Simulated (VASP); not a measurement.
# MoS2 (P6_3/mmc) in VASP: single point with PBEsol

Aim: the single point of MoS2 with PBEsol.

Everything below comes from runs of VASP 6.6.1. Logs are shortened: lines on timing, memory, paths and dates and some standing lists are left out, and cuts for length are marked.

**What was measured.**

“Multiwavelength excitation Raman Scattering Analysis of bulk and 2 dimensional MoS2: Vibrational properties of atomically thin MoS2 layers”, 2015, arxiv:1506.03228 reports, for a bulk crystal of MoS2 at 300 K: band gap 1.3 eV (indirect).

How close the calculation comes is told below.

**1. The cell of the first run**

Symmetry: P6_3/mmc, No. 194, hexagonal system. Conventional cell: a = 3.141 Å, b = 3.141 Å, c = 12.579 Å, α = 90.00°, β = 90.00°, γ = 120.00°. Within 3.2 Å of Mo (site symmetry -6m2) lie 6 S at 2.39 Å and 6 Mo at 3.14 Å. S (site symmetry 3m) has 3 Mo at 2.39 Å and 7 S at 3.12 to 3.14 Å within 3.2 Å.

**2. Single point, PBEsol**

INCAR

```
PREC = Accurate ; ENCUT = 520
EDIFF = 1E-6 ; ISMEAR = 0
SIGMA = 0.05 ; LREAL = F
LASPH = T ; NELM = 100
ALGO = Normal ; ISIF = 2
LWAVE = F ; LCHARG = T
GGA = PS ; LELF = T
LVHAR = T ; NBANDS = 35
```

KPOINTS

```
Automatic mesh
0
Gamma
  12 12 2
```

POSCAR

```
MoS2
1.0
    3.1414322073      0.0000000000      0.0000000000
   -1.5707161036      2.7205600958      0.0000000000
    0.0000000000      0.0000000000     12.5788196111
Mo S
2 4
Direct
    0.3333333333      0.6666666667      0.2500000000
    0.6666666667      0.3333333333      0.7500000000
    0.3333333333      0.6666666667      0.6260538431
    0.6666666667      0.3333333333      0.1260538431
    0.3333333333      0.6666666667      0.8739461569
    0.6666666667      0.3333333333      0.3739461569
```

Potentials or basis: VASP PAW PBE potentials, release 64 (Mo_sv, S).

The run is started by

```bash
cat potpaw_PBE.64/Mo_sv/POTCAR potpaw_PBE.64/S/POTCAR > POTCAR
mpirun -np 1 vasp_std > vasp.out
```

OUTCAR:

```text
PREC = Accurate
   ENCUT = 520
   EDIFF = 1E-6
   ISMEAR = 0
   LREAL = F
   LASPH = T
   NELM = 100
   ISIF = 2
   GGA = PS

 ion  position               nearest neighbor table
   1  0.333  0.667  0.250-   4 2.39   6 2.39   4 2.39   6 2.39   4 2.39   6 2.39
   2  0.667  0.333  0.750-   3 2.39   5 2.39   3 2.39   5 2.39   3 2.39   5 2.39
   3  0.333  0.667  0.626-   2 2.39   2 2.39   2 2.39
   4  0.667  0.333  0.126-   1 2.39   1 2.39   1 2.39
   5  0.333  0.667  0.874-   2 2.39   2 2.39   2 2.39
   6  0.667  0.333  0.374-   1 2.39   1 2.39   1 2.39

  LATTYP: Found a hexagonal cell.
 ALAT       =     3.1414322073
 C/A-ratio  =     4.0041671381

  Lattice vectors:

 A1 = (   3.1414322073,   0.0000000000,   0.0000000000)
 A2 = (  -1.5707161036,   2.7205600958,   0.0000000000)
 A3 = (   0.0000000000,   0.0000000000,  12.5788196111)

Analysis of symmetry for initial positions (statically):
=====================================================================
 Subroutine PRICEL returns:
 Original cell was already a primitive cell.

 Routine SETGRP: Setting up the symmetry group for a
 hexagonal supercell.

 Subroutine GETGRP returns: Found 24 space group operations
 (whereof 12 operations were pure point group operations)
 out of a pool of 24 trial point group operations.

The static configuration has the point symmetry D_3d.
 The point group associated with its full space group is D_6h.

Analysis of symmetry for dynamics (positions and initial velocities):
=====================================================================
 Subroutine PRICEL returns:
 Original cell was already a primitive cell.

 Routine SETGRP: Setting up the symmetry group for a
 hexagonal supercell.

 Subroutine GETGRP returns: Found 24 space group operations
 (whereof 12 operations were pure point group operations)
 out of a pool of 24 trial point group operations.

The dynamic configuration has the point symmetry D_3d.
 The point group associated with its full space group is D_6h.

 Subroutine INISYM returns: Found 24 space group operations
 (whereof 12 operations are pure point group operations),
 and found     1 'primitive' translations

----------------------------------------------------------------------------------------

                                     Primitive cell

  volume of cell :     107.5043

  direct lattice vectors                    reciprocal lattice vectors
     3.141432207  0.000000000  0.000000000     0.318326144  0.183785685  0.000000000
    -1.570716104  2.720560096  0.000000000     0.000000000  0.367571369  0.000000000
     0.000000000  0.000000000 12.578819611     0.000000000  0.000000000  0.079498715

  length of vectors
     3.141432207  3.141432207 12.578819611     0.367571369  0.367571369  0.079498715

  position of ions in fractional coordinates (direct lattice)
     0.333333333  0.666666667  0.250000000
     0.666666667  0.333333333  0.750000000
     0.333333333  0.666666667  0.626053843
     0.666666667  0.333333333  0.126053843
     0.333333333  0.666666667  0.873946157
     0.666666667  0.333333333  0.373946157

  ion indices of the primitive-cell ions
   primitive index   ion index
                 1           1
                 2           2
                 3           3
                 4           4
                 5           5
                 6           6

----------------------------------------------------------------------------------------

 KPOINTS: Automatic mesh

Automatic generation of k-mesh.
 Grid dimensions read from file:
 generate k-points for:   12   12    2

 Generating k-lattice:

  Cartesian coordinates                     Fractional coordinates (reciprocal lattice)
     0.026527179  0.015315474  0.000000000     0.083333333  0.000000000  0.000000000
     0.000000000  0.030630947  0.000000000     0.000000000  0.083333333  0.000000000
     0.000000000  0.000000000  0.039749358     0.000000000  0.000000000  0.500000000

  Length of vectors
     0.030630947  0.030630947  0.039749358

  Shift w.r.t. Gamma in fractional coordinates (k-lattice)
     0.000000000  0.000000000  0.000000000

 Subroutine IBZKPT returns following result:
 ===========================================

 Found     38 irreducible k-points:

 Following reciprocal coordinates:
            Coordinates               Weight
  0.000000  0.000000  0.000000      1.000000
  0.083333  0.000000  0.000000      6.000000
  0.166667  0.000000  0.000000      6.000000
  0.250000 -0.000000  0.000000      6.000000
  0.333333  0.000000  0.000000      6.000000
  0.416667 -0.000000  0.000000      6.000000
[... 16 lines left out ...]
  0.250000 -0.000000  0.500000      6.000000
  0.333333  0.000000  0.500000      6.000000
 [... further k-points ...]
   k-points           NKPTS =     38   k-points in BZ     NKDIM =     38   number of bands    NBANDS=     35
   number of dos      NEDOS =    301   number of ions     NIONS =      6
   total plane-waves  NPLWV =  55296
   dimension x,y,z NGX =    24 NGY =   24 NGZ =   96
   dimension x,y,z NGXF=    48 NGYF=   48 NGZF=  192
   ions per type =               2   4
   NGX,Y,Z   is equivalent  to a cutoff of  12.70, 12.70, 12.69 a.u.
   NGXF,Y,Z  is equivalent  to a cutoff of  25.40, 25.40, 25.38 a.u.
 SYSTEM =  unknown system
   PREC   = accura    normal or accurate (medium, high low for compatibility)
   ISTART =      0    job   : 0-new  1-cont  2-samecut
   ICHARG =      2    charge: 1-file 2-atom 10-const
   ISPIN  =      1    spin polarized calculation?
   LNONCOLLINEAR =      F non collinear calculations
   LSORBIT =      F    spin-orbit coupling
   LASPH  =      T    aspherical Exc in radial PAW
   ENCUT  =  520.0 eV  38.22 Ry    6.18 a.u.   5.84  5.84 23.39*2*pi/ulx,y,z
   NELM   =    100;   NELMIN=  2; NELMDL= -5     # of ELM steps
   EDIFF  = 0.1E-05   stopping-criterion for ELM
   LREAL  =      F    real-space projection
   EDIFFG = 0.1E-04   stopping-criterion for IOM
   NSW    =      0    number of steps for IOM
   IBRION =     -1    ionic relax: 0-MD 1-quasi-New 2-CG
   NFREE  =      0    steps in history (QN), initial steepest desc. (CG)
   ISIF   =      2    stress and relaxation
   ISYM   =      2    0-nonsym 1-usesym 2-fastsym
   POTIM  = 0.5000    time-step for ionic-motion
   TEBEG  =    0.0;   TEEND  =   0.0 temperature during run
   PSTRESS=    0.0 pullay stress
   NELECT =      52.0000    total number of electrons
   NUPDOWN=      -1.0000    fix difference up-down
   EMIN   =  10.00;   EMAX   =-10.00  energy-range for DOS
   EFERMI =   0.00;   METHOD = LEGACY
   ISMEAR =     0;   SIGMA  =   0.05  broadening in eV -4-tet -1-fermi 0-gaus
   EFERMI_NEDOS =   21; number of points for ismear=-14 and -15
   IALGO  =     38    algorithm
   IMIX   =      4    mixing-type and parameters
     AMIX     =   0.40;   BMIX     =  1.00
     AMIX_MAG =   1.60;   BMIX_MAG =  1.00
  volume/ion in A,a.u.               =      17.92       120.91
  Fermi-wavevector in a.u.,A,eV,Ry     =   1.285091  2.428470 22.469472  1.651460
  Thomas-Fermi vector in A             =   2.417246
   LORBIT       =      0    0 simple, 1 ext, 2 COOP (PROOUT), +10 PAW based schemes
   GGA     = PS    functional components
   LHFCALC =     F    Hartree Fock is set to
   AEXX    =    0.0000 exact exchange contribution
   IVDW    =     0    specifies the selected vdW correction
   LEPSILON=     F    determine dielectric tensor
   LRPA    =     F    only Hartree local field effects (RPA)
 non-spin polarized calculation
 Gauss-broadening in eV      SIGMA  =   0.05
  energy-cutoff  :      520.00
  volume of cell :      107.50
 maximum number of plane-waves:      2922
 NGX is ok and might be reduce to    24
   NGX = 11   NGY = 11   NGZ = 47

 number of electron      52.0000003 magnetization

 Free energy of the ion-electron system (eV)
  ---------------------------------------------------
  ext. energy  EPLUGINS =         0.00000000
  ---------------------------------------------------
  free energy    TOTEN  =       -46.90567386 eV

  energy without entropy =      -46.90567386  energy(sigma->0) =      -46.90567386

 E-fermi :   7.5196     XC(G=0): -10.9246

 val. band max:        7.2600692951   @ k =   0.0000   0.0000   0.0000
 cond. band min:       8.2548795688   @ k =   0.1667   0.1667   0.0000
 fundamental gap:      0.9948102738
 Fermi energy:         7.5195677437

 k-point     1 :       0.0000    0.0000    0.0000
  band No.  band energies     occupation
      1     -54.0229      2.00000
      2     -54.0229      2.00000
      3     -28.2343      2.00000
      4     -28.2342      2.00000
      5     -27.9716      2.00000
      6     -27.9716      2.00000
[... 27 lines left out ...]
     34       9.8962      0.00000
     35      12.9524      0.00000

 k-point     2 :       0.0833    0.0000    0.0000
  band No.  band energies     occupation
      1     -54.0199      2.00000
      2     -54.0199      2.00000
      3     -28.2284      2.00000
      4     -28.2283      2.00000
      5     -28.0015      2.00000
      6     -28.0015      2.00000
[... 27 lines left out ...]
     34       9.7806      0.00000
     35      13.4633      0.00000

 k-point     3 :       0.1667    0.0000    0.0000
  band No.  band energies     occupation
      1     -54.0116      2.00000
      2     -54.0116      2.00000
      3     -28.2123      2.00000
      4     -28.2122      2.00000
      5     -28.0822      2.00000
      6     -28.0822      2.00000
[... 27 lines left out ...]
     34      10.2353      0.00000
     35      14.4489      0.00000

 k-point     4 :       0.2500   -0.0000    0.0000
  band No.  band energies     occupation
      1     -54.0003      2.00000
      2     -54.0003      2.00000
      3     -28.1909      2.00000
      4     -28.1909      2.00000
      5     -28.1902      2.00000
      6     -28.1902      2.00000
[... 27 lines left out ...]
     34      10.7116      0.00000
     35      14.7259      0.00000

 k-point     5 :       0.3333    0.0000    0.0000
  band No.  band energies     occupation
      1     -53.9889      2.00000
      2     -53.9889      2.00000
      3     -28.2978      2.00000
      4     -28.2978      2.00000
      5     -28.1681      2.00000
      6     -28.1681      2.00000
[... 638 lines left out ...]
 k-point    22 :       0.1667    0.0000    0.5000
  band No.  band energies     occupation
      1     -54.0116      2.00000
      2     -54.0116      2.00000
      3     -28.2123      2.00000
      4     -28.2123      2.00000
      5     -28.0822      2.00000
      6     -28.0822      2.00000
[... 27 lines left out ...]
     34      10.1874      0.00000
     35      14.5857      0.00000

 k-point    23 :       0.2500   -0.0000    0.5000
  band No.  band energies     occupation
      1     -54.0003      2.00000
      2     -54.0003      2.00000
      3     -28.1909      2.00000
      4     -28.1909      2.00000
      5     -28.1902      2.00000
      6     -28.1902      2.00000
[... 27 lines left out ...]
     34      10.6225      0.00000
     35      14.7265      0.00000

 k-point    24 :       0.3333    0.0000    0.5000
  band No.  band energies     occupation
      1     -53.9889      2.00000
      2     -53.9889      2.00000
      3     -28.2978      2.00000
      4     -28.2978      2.00000
      5     -28.1681      2.00000
      6     -28.1681      2.00000
[... 27 lines left out ...]
     34      10.9301      0.00000
     35      14.0761      0.00000

 [... further k-points ...]
[... 5 lines left out ...]
  --------------------------------------------------------------------------------------
  -------------------------------------------------------------------------------------
  Total       -0.0110879     -0.0110879     -0.0347901     -0.0000000      0.0000000     -0.0000000
  in kB       -0.1652471     -0.1652471     -0.5184899     -0.0000000      0.0000000     -0.0000000
  external PRESSURE =      -0.2829947 kB  Pullay stress =       0.0000000 kB

 VOLUME and BASIS-vectors are now :
 -----------------------------------------------------------------------------
  energy-cutoff  :      520.00
  volume of cell :      107.50
      direct lattice vectors                 reciprocal lattice vectors
     3.141432207  0.000000000  0.000000000     0.318326144  0.183785685  0.000000000
    -1.570716104  2.720560096  0.000000000     0.000000000  0.367571369  0.000000000
     0.000000000  0.000000000 12.578819611     0.000000000  0.000000000  0.079498715

 POSITION                                       TOTAL-FORCE (eV/Angst)
 -----------------------------------------------------------------------------------
     -0.00000      1.81371      3.14470         0.000000     -0.000000      0.000000
      1.57072      0.90685      9.43411        -0.000000      0.000000      0.000000
     -0.00000      1.81371      7.87502         0.000000     -0.000000      0.000070
      1.57072      0.90685      1.58561         0.000000     -0.000000      0.000070
     -0.00000      1.81371     10.99321         0.000000      0.000000     -0.000070
      1.57072      0.90685      4.70380        -0.000000      0.000000     -0.000070
 -----------------------------------------------------------------------------------
    total drift:                               -0.000000      0.000000     -0.000000

  FREE ENERGIE OF THE ION-ELECTRON SYSTEM (eV)
  ---------------------------------------------------
  free  energy   TOTEN  =       -46.9056738554 eV

  energy  without entropy=      -46.9056738554  energy(sigma->0) =      -46.90567386
```

Wall time 3.1 min (1 thread of Intel Xeon 8259CL, shared host); peak memory 0.29 GiB.

What came out:

- Free energy: -46.9057 eV
- Pressure: 0.0 GPa
- Band gap on the k mesh: 0.99 eV (least direct gap 1.75 eV)

Caveat: the PAW data sets were made with another functional, which shifts forces and pressure a little; this functional lacks dispersion, which binds the layers, so the pressure and a relaxed spacing across them are unreliable.

**3. Comparison with measurements**

Step 2. Measured gap of MoS2: 1.3 eV (indirect; 300 K; “Multiwavelength excitation Raman Scattering Analysis of bulk and 2 dimensional MoS2: Vibrational properties of atomically thin MoS2 layers”, 2015, arxiv:1506.03228). This calculation gives 0.99 eV (-0.31 eV). Spin-orbit coupling on Mo is left out. The value is that of PBEsol on a finite k mesh, which can miss the band edges, without temperature or zero-point motion. Semilocal functionals fall short of measured gaps as a rule.
